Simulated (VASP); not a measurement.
The system is LiBr.

```
Li Br
1.0
     0.00000    2.73957    2.73957
     2.73957    0.00000    2.73957
     2.73957    2.73957    0.00000
Li Br
1 1
Cartesian
  0.0000 0.0000 0.0000
  2.7396 2.7396 2.7396
```

Program: VASP 6.6.1. Alike in all runs: task single point; potentials or basis VASP PAW PBE potentials, release 64 (Li_sv, Br); no spin polarisation; cell as given; k mesh 6 × 6 × 6; smearing gaussian 0.01 eV.

**Question.** Order these runs on this cell by their band gap on the k mesh, lowest first.
A. level r2SCAN; cutoff (eV) 830
B. level PBE; cutoff (eV) 750
C. level PBEsol; cutoff (eV) 750

**Answer.** C (4.82 eV), B (4.99 eV), A (5.93 eV).

A k mesh can miss the band edges.
